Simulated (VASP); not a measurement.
# Zn (Pm-3m) in VASP: a series of runs

Runs on Zn. Level: PBE. Tasks: single point.

Program: VASP 6.6.1. These are calculated values, not measurements. Logs are shortened: lines on timing, memory, paths and dates and some standing lists are left out, and cuts for length are marked.

**1. The cell of the first run**

The structure is cubic, space group Pm-3m (No. 221). Conventional cell: a = 2.298 Å, b = 2.298 Å, c = 2.298 Å, α = 90.00°, β = 90.00°, γ = 90.00°. Within 3.0 Å of Zn (site symmetry m-3m) lie 6 Zn at 2.30 Å.

This isn't the form of Zn at room conditions, which is hcp.

**2. Single point, PBE**

Input file INCAR:

```
SYSTEM = Zn
PREC = Accurate
ENCUT = 520
EDIFF = 1E-7
ISMEAR = -1
SIGMA = 0.05
LREAL = .FALSE.
LASPH = .TRUE.
NELM = 60
ALGO = Normal
ISIF = 2
LWAVE = .FALSE.
LCHARG = .FALSE.
GGA = PE
NBANDS = 12
```

Input file KPOINTS:

```
Automatic mesh
0
G
  17 17 17
  0 0 0
```

Input file POSCAR:

```
Zn
1.0
    2.2976283564      0.0000000000      0.0000000000
    0.0000000000      2.2976283564      0.0000000000
    0.0000000000      0.0000000000      2.2976283564
Zn
1
Direct
    0.0000000000      0.0000000000      0.0000000000
```

Potentials or basis: VASP PAW PBE potentials, release 64 (Zn).

The run is started by

```sh
> cat potpaw_PBE.64/Zn/POTCAR > POTCAR
> mpirun -np 1 vasp_std > vasp.out
```

OUTCAR:

```text
SYSTEM = Zn
   PREC = Accurate
   ENCUT = 520
   EDIFF = 1E-7
   ISMEAR = -1
   LREAL = .FALSE.
   LASPH = .TRUE.
   NELM = 60
   ISIF = 2
   GGA = PE

 ion  position               nearest neighbor table
   1  0.000  0.000  0.000-

  LATTYP: Found a simple cubic cell.
 ALAT       =     2.2976283564

  Lattice vectors:

 A1 = (   2.2976283564,   0.0000000000,   0.0000000000)
 A2 = (   0.0000000000,   2.2976283564,   0.0000000000)
 A3 = (   0.0000000000,   0.0000000000,   2.2976283564)

Analysis of symmetry for initial positions (statically):
=====================================================================
 Subroutine PRICEL returns:
 Original cell was already a primitive cell.

 Routine SETGRP: Setting up the symmetry group for a
 simple cubic supercell.

 Subroutine GETGRP returns: Found 48 space group operations
 (whereof 48 operations were pure point group operations)
 out of a pool of 48 trial point group operations.

The static configuration has the point symmetry O_h .

Analysis of symmetry for dynamics (positions and initial velocities):
=====================================================================
 Subroutine PRICEL returns:
 Original cell was already a primitive cell.

 Routine SETGRP: Setting up the symmetry group for a
 simple cubic supercell.

 Subroutine GETGRP returns: Found 48 space group operations
 (whereof 48 operations were pure point group operations)
 out of a pool of 48 trial point group operations.

The dynamic configuration has the point symmetry O_h .

 Subroutine INISYM returns: Found 48 space group operations
 (whereof 48 operations are pure point group operations),
 and found     1 'primitive' translations

----------------------------------------------------------------------------------------

                                     Primitive cell

  volume of cell :      12.1294

  direct lattice vectors                    reciprocal lattice vectors
     2.297628356  0.000000000  0.000000000     0.435231397  0.000000000  0.000000000
     0.000000000  2.297628356  0.000000000     0.000000000  0.435231397  0.000000000
     0.000000000  0.000000000  2.297628356     0.000000000  0.000000000  0.435231397

  length of vectors
     2.297628356  2.297628356  2.297628356     0.435231397  0.435231397  0.435231397

  position of ions in fractional coordinates (direct lattice)
     0.000000000  0.000000000  0.000000000

  ion indices of the primitive-cell ions
   primitive index   ion index
                 1           1
[... 73 lines left out ...]
   LREAL  =      F    real-space projection
   EDIFFG = 0.1E-05   stopping-criterion for IOM
   NSW    =      0    number of steps for IOM
   IBRION =     -1    ionic relax: 0-MD 1-quasi-New 2-CG
   NFREE  =      0    steps in history (QN), initial steepest desc. (CG)
   ISIF   =      2    stress and relaxation
   ISYM   =      2    0-nonsym 1-usesym 2-fastsym
   POTIM  = 0.5000    time-step for ionic-motion
   TEBEG  =    0.0;   TEEND  =   0.0 temperature during run
   PSTRESS=    0.0 pullay stress
   NELECT =      12.0000    total number of electrons
   NUPDOWN=      -1.0000    fix difference up-down
   EMIN   =  10.00;   EMAX   =-10.00  energy-range for DOS
   EFERMI =   0.00;   METHOD = LEGACY
   ISMEAR =    -1;   SIGMA  =   0.05  broadening in eV -4-tet -1-fermi 0-gaus
   EFERMI_NEDOS =   21; number of points for ismear=-14 and -15
   IALGO  =     38    algorithm
   IMIX   =      4    mixing-type and parameters
     AMIX     =   0.40;   BMIX     =  1.00
     AMIX_MAG =   1.60;   BMIX_MAG =  1.00
  volume/ion in A,a.u.               =      12.13        81.85
  Fermi-wavevector in a.u.,A,eV,Ry     =   1.631256  3.082627 36.205052  2.660996
  Thomas-Fermi vector in A             =   2.723422
   LORBIT       =      0    0 simple, 1 ext, 2 COOP (PROOUT), +10 PAW based schemes
   GGA     = PE    functional components
   LHFCALC =     F    Hartree Fock is set to
   AEXX    =    0.0000 exact exchange contribution
   IVDW    =     0    specifies the selected vdW correction
   LEPSILON=     F    determine dielectric tensor
   LRPA    =     F    only Hartree local field effects (RPA)
 non-spin polarized calculation
  energy-cutoff  :      520.00
  volume of cell :       12.13
 maximum number of plane-waves:       341
 NGX is ok and might be reduce to    18
   NGX =  9   NGY =  9   NGZ =  9

 number of electron      11.9999991 magnetization

 Free energy of the ion-electron system (eV)
  ---------------------------------------------------
  ext. energy  EPLUGINS =         0.00000000
  ---------------------------------------------------
  free energy    TOTEN  =        -0.18019944 eV

  energy without entropy =       -0.17870423  energy(sigma->0) =       -0.17945183

 E-fermi :   4.7671     XC(G=0): -12.7191

 val. band max:        4.6988770408   @ k =   0.4706   0.2941   0.1176
 cond. band min:       4.8782204301   @ k =   0.4118   0.4118   0.2353
 fundamental gap:      0.1793433893
 Fermi energy:         4.7670754482

 k-point     1 :       0.0000    0.0000    0.0000
  band No.  band energies     occupation
      1      -7.4342      2.00000
      2      -4.9124      2.00000
      3      -4.9124      2.00000
      4      -2.5780      2.00000
      5      -2.5780      2.00000
      6      -2.5780      2.00000
      7      20.6427      0.00000
      8      20.6427      0.00000
      9      20.6427      0.00000
     10      23.9562      0.00000
     11      23.9562      0.00000
     12      28.6296      0.00000
[... 331 lines left out ...]
 k-point    24 :       0.4706    0.1176    0.0000
  band No.  band energies     occupation
      1      -4.6133      2.00000
      2      -4.3544      2.00000
      3      -3.6418      2.00000
      4      -3.2559      2.00000
      5      -2.6030      2.00000
      6       0.3191      2.00000
      7       2.8251      2.00000
      8      22.7035      0.00000
      9      24.2919      0.00000
     10      27.8931      0.00000
     11      28.5971      0.00000
     12      31.4723      0.00000

 [... further k-points ...]
[... 5 lines left out ...]
  --------------------------------------------------------------------------------------
  -------------------------------------------------------------------------------------
  Total        4.1692727      4.1692727      4.1692727     -0.0000000     -0.0000000      0.0000000
  in kB      550.7208756    550.7208756    550.7208756     -0.0000000     -0.0000000      0.0000000
  external PRESSURE =     550.7208756 kB  Pullay stress =       0.0000000 kB

 VOLUME and BASIS-vectors are now :
 -----------------------------------------------------------------------------
  energy-cutoff  :      520.00
  volume of cell :       12.13
      direct lattice vectors                 reciprocal lattice vectors
     2.297628356  0.000000000  0.000000000     0.435231397  0.000000000  0.000000000
     0.000000000  2.297628356  0.000000000     0.000000000  0.435231397  0.000000000
     0.000000000  0.000000000  2.297628356     0.000000000  0.000000000  0.435231397

 POSITION                                       TOTAL-FORCE (eV/Angst)
 -----------------------------------------------------------------------------------
      0.00000      0.00000      0.00000         0.000000      0.000000      0.000000
 -----------------------------------------------------------------------------------
    total drift:                               -0.000000      0.000000      0.000000

  FREE ENERGIE OF THE ION-ELECTRON SYSTEM (eV)
  ---------------------------------------------------
  free  energy   TOTEN  =        -0.1801994373 eV

  energy  without entropy=       -0.1787042319  energy(sigma->0) =       -0.17945183
```

OSZICAR:

```text
N       E                     dE             d eps       ncg     rms          rms(c)
DAV:   1     0.433834596508E+02    0.43383E+02   -0.66250E+03  4192   0.169E+03
DAV:   2     0.838619817271E+00   -0.42545E+02   -0.40100E+02  4140   0.226E+02
DAV:   3    -0.352309413559E+00   -0.11909E+01   -0.11891E+01  4528   0.367E+01
DAV:   4    -0.354464797581E+00   -0.21554E-02   -0.21553E-02  4364   0.149E+00
DAV:   5    -0.354465918783E+00   -0.11212E-05   -0.11210E-05  4560   0.335E-02    0.531E+00
DAV:   6    -0.199502717139E+00    0.15496E+00   -0.72647E-01  4788   0.176E+01    0.342E+00
DAV:   7    -0.185587661623E+00    0.13915E-01   -0.14390E-02  4100   0.233E+00    0.168E+00
DAV:   8    -0.180206193959E+00    0.53815E-02   -0.21598E-03  4508   0.671E-01    0.325E-02
DAV:   9    -0.180198783950E+00    0.74100E-05   -0.12294E-04  5372   0.140E-01    0.179E-02
DAV:  10    -0.180200375537E+00   -0.15916E-05   -0.40354E-06  4700   0.225E-02    0.435E-03
DAV:  11    -0.180199587587E+00    0.78795E-06   -0.11288E-06  4604   0.214E-02    0.107E-03
DAV:  12    -0.180199432010E+00    0.15558E-06   -0.17659E-08  2340   0.219E-03    0.168E-04
DAV:  13    -0.180199437297E+00   -0.52871E-08   -0.14706E-09  2056   0.630E-04
   1 F= -.18019944E+00 E0= -.17945183E+00  d E =-.149521E-02
```

Wall time 26 s (1 thread of Intel Xeon 8259CL, shared host); peak memory 0.14 GiB.

Results:

| Property | Result |
| --- | --- |
| Free energy | -0.1802 eV |
| Pressure | 55.1 GPa |
| Band gap on the k mesh | zero (bands 6 and 7 overlap by 8.84 eV) |

Levels at points of the mesh, in eV from the Fermi level:
```csv
k point,band 3,band 4,band 5,band 6,band 7,band 8,band 9,band 10
"(0.00, 0.00, 0.00)",-9.68,-7.35,-7.35,-7.35,15.88,15.88,15.88,19.19
```

Caveat: the cell stands under pressure.

**3. Single point, PBE**

Input file INCAR:

```
PREC     = Accurate       # precision mode
ENCUT    = 520            # plane-wave cutoff, eV
EDIFF    = 1E-6           # SCF threshold, eV
ISMEAR   = -1             # smearing method
SIGMA    = 0.05           # smearing width, eV
LREAL    = F              # projectors in reciprocal space
LASPH    = T              # aspherical terms in the spheres
NELM     = 60             # most SCF steps
ALGO     = Normal         # electronic algorithm
ISIF     = 2              # what is computed and relaxed
LWAVE    = F              # write WAVECAR
LCHARG   = F              # write CHGCAR
GGA      = PE             # functional
NBANDS   = 12             # bands
```

Input file KPOINTS:

```
regular mesh
0
Gamma
  17 17 17
```

Input file POSCAR:

```
Zn
1.0
    2.2977706103      0.0000000000      0.0000000000
    0.0000000000      2.2977706103      0.0000000000
    0.0000000000      0.0000000000      2.2977706103
Zn
1
Direct
    0.0000000000      0.0000000000      0.0000000000
```

Potentials or basis: VASP PAW PBE potentials, release 64 (Zn).

The run is started by

```sh
> cat potpaw_PBE.64/Zn/POTCAR > POTCAR
> mpirun -np 1 vasp_std > vasp.out
```

Run time: 26 s. Hardware: 1 thread of Intel Xeon 8259CL, shared host; peak memory 0.13 GiB.

The run converged. Its results:

| Quantity | Value |
| --- | --- |
| Free energy | -0.1810 eV |
| Pressure | 54.9 GPa |
| Band gap on the k mesh | zero (bands 6 and 7 overlap by 8.84 eV) |

Levels at points of the mesh, in eV from the Fermi level:
```
           k point  band 2  band 3  band 4  band 5  band 6  band 7  band 8  band 9  band 10  band 11
(0.00, 0.00, 0.00)   -9.68   -9.68   -7.34   -7.34   -7.34   15.87   15.87   15.87    19.19    19.19
```

Caveat: the cell stands under pressure.
